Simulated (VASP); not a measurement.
Here is a VASP 6.6.1 calculation.

Contents of INCAR:

```
SYSTEM = Sn15PbO16
ALGO = Normal ; EDIFF = 1E-7
ENCUT = 520 ; GGA = PE
ISIF = 2 ; ISMEAR = -1
LASPH = .TRUE. ; LCHARG = .FALSE.
LREAL = Auto ; LWAVE = .FALSE.
NBANDS = 182 ; NELM = 100
PREC = Accurate ; SIGMA = 0.01
```

KPOINTS

```
k-points
0
G
  3 3 2
  0 0 0
```

File POSCAR:

```
Sn15PbO16
1.0
    7.6273904400      0.0000000000      0.0000000000
    0.0000000000      7.6273904400      0.0000000000
    0.0000000000      0.0000000000      9.7738266000
Pb Sn O
1 15 16
Direct
    0.0000000000      0.2500000000      0.1310930755
    0.0000000000      0.2500000000      0.6226903655
    0.0000000000      0.7500000000      0.1163583970
    0.0000000000      0.7500000000      0.6216813669
    0.5000000000      0.2500000000      0.1163583970
    0.5000000000      0.2500000000      0.6216813669
    0.5000000000      0.7500000000      0.1189833390
    0.5000000000      0.7500000000      0.6210470641
    0.2503589381     -0.0003589381      0.3822643168
    0.2506162647     -0.0006162647      0.8789850612
    0.2503589381      0.5003589381      0.3822643168
    0.2506162647      0.5006162647      0.8789850612
    0.7496410619     -0.0003589381      0.3822643168
    0.7493837353     -0.0006162647      0.8789850612
    0.7496410619      0.5003589381      0.3822643168
    0.7493837353      0.5006162647      0.8789850612
    0.2567465566      0.2500000000     -0.0053344207
    0.2499104089      0.2500000000      0.5021236363
    0.2525629935      0.7500000000     -0.0000769885
    0.2501488478      0.7500000000      0.4995650519
    0.7432534434      0.2500000000     -0.0053344207
    0.7500895911      0.2500000000      0.5021236363
    0.7474370065      0.7500000000     -0.0000769885
    0.7498511522      0.7500000000      0.4995650519
    0.0000000000     -0.0067465566     -0.0053344207
    0.0000000000      0.0000895911      0.5021236363
    0.0000000000      0.5067465566     -0.0053344207
    0.0000000000      0.4999104089      0.5021236363
    0.5000000000     -0.0025629935     -0.0000769885
    0.5000000000     -0.0001488478      0.4995650519
    0.5000000000      0.5025629935     -0.0000769885
    0.5000000000      0.5001488478      0.4995650519
```

Potentials or basis: VASP PAW PBE potentials, release 64 (Pb_d, Sn_d, O).

Launch:

```console
$ cat potpaw_PBE.64/Pb_d/POTCAR potpaw_PBE.64/Sn_d/POTCAR potpaw_PBE.64/O/POTCAR > POTCAR
$ mpirun -np 1 vasp_std > vasp.out
```

Q: Predict the pressure.

A: 3.0 GPa.

Q: Estimate the band gap on the k mesh.

A: 0.02 eV.

Q: Estimate the largest force.

A: 0.079 eV/Å.

Forces on the atoms (eV/Å):
```
Pb   0.000  0.000  0.043
Sn   0.000  0.000  0.062
Sn   0.000  0.000  0.079
Sn   0.000  0.000  0.052
Sn   0.000  0.000  0.079
Sn   0.000  0.000  0.052
Sn   0.000  0.000  0.073
Sn   0.000  0.000  0.062
Sn  -0.005  0.005 -0.060
Sn  -0.009  0.009 -0.061
Sn  -0.005 -0.005 -0.060
Sn  -0.009 -0.009 -0.061
Sn   0.005  0.005 -0.060
Sn   0.009  0.009 -0.061
Sn   0.005 -0.005 -0.060
Sn   0.009 -0.009 -0.061
O   -0.002  0.000  0.001
O   -0.002  0.000 -0.003
O   -0.006  0.000  0.004
O   -0.002  0.000 -0.006
O    0.002  0.000  0.001
O    0.002  0.000 -0.003
O    0.006  0.000  0.004
O    0.002  0.000 -0.006
O    0.000  0.002  0.001
O    0.000  0.002 -0.003
O    0.000 -0.002  0.001
O    0.000 -0.002 -0.003
O    0.000  0.006  0.004
O    0.000  0.002 -0.006
O    0.000 -0.006  0.004
O    0.000 -0.002 -0.006
```

Caveat: spin-orbit coupling is left out, which moves the levels of the heavy elements.
